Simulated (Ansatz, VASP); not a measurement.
## One calculation of Ba, two programs

```
Ba
1.0
     1.79129   -3.34435    0.00000
     1.79129    3.34435    0.00000
     0.00000    0.00000    6.78949
Ba
1
Direct
  0.00000 0.00000 0.00000
```

Alike in both runs: task single point; functional PBEsol; k mesh 16 × 16 × 10; occupations gaussian, width 0.15 eV; no spin polarisation.

|  | VASP | Ansatz |
| --- | --- | --- |
| version | VASP 6.6.1 | Ansatz 0.2.0 |
| potentials or method | VASP PAW PBE potentials, release 64 (Ba_sv), cutoff 520 eV | scalar-relativistic, plane waves, PAW |
| valence electrons in the cell | 10 | 10 |

Ansatz gave:

```
gap on the k mesh at the Fermi level (eV)                     : none
pressure (GPa)                                                : 1.6
traceless stress, the component that is largest in VASP (GPa) : -2.96
```

**Question.** What did VASP give for the same quantities?

**Answer.** gap on the k mesh at the Fermi level (eV): none; pressure (GPa): 1.7; traceless stress, the component that is largest in VASP (GPa): -3.09.

VASP's potentials were made for PBE, not for PBEsol. A gap of «none» marks a metal or a gap that the smearing closes.

Neither program's run includes spin-orbit coupling.
